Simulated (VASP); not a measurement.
A run of VASP 6.6.1:

The input INCAR:

```
SYSTEM = In2O3
PREC = Accurate
ENCUT = 520
EDIFF = 1E-6
ISMEAR = -1
SIGMA = 0.02
LREAL = .False.
LASPH = .True.
NELM = 100
ALGO = Normal
ISIF = 2
LWAVE = .False.
LCHARG = .False.
GGA = PE
NBANDS = 55
```

Contents of KPOINTS:

```
regular mesh
0
Gamma
  6 6 6
  0 0 0
```

POSCAR

```
In2O3
1.0
    2.7538210395      1.5899193185      4.9514269733
   -2.7538210395      1.5899193185      4.9514269733
    0.0000000000     -3.1798386370      4.9514269733
In O
4 6
Direct
    0.8559346761      0.8559346761      0.8559346761
    0.3559346761      0.3559346761      0.3559346761
    0.1440653239      0.1440653239      0.1440653239
    0.6440653239      0.6440653239      0.6440653239
    0.4529075648      0.0470924352      0.7500000000
    0.0470924352      0.7500000000      0.4529075648
    0.5470924352      0.9529075648      0.2500000000
    0.2500000000      0.5470924352      0.9529075648
    0.9529075648      0.2500000000      0.5470924352
    0.7500000000      0.4529075648      0.0470924352
```

Potentials or basis: VASP PAW PBE potentials, release 64 (In_d, O).

Run with:

```console
$ cat potpaw_PBE.64/In_d/POTCAR potpaw_PBE.64/O/POTCAR > POTCAR
$ mpirun -np 1 vasp_std > vasp.out
```

Hardware: 1 thread of Intel(R) Xeon(R) Platinum 8488C (Sapphire Rapids) (shared host).

Problem. How long does it take, and how much memory?

Solution. Wall time 5.3 min on 1 thread of Intel(R) Xeon(R) Platinum 8488C (Sapphire Rapids), with other jobs on the host, peak memory 0.39 GiB. Counts: scf iterations 15, k points 32.
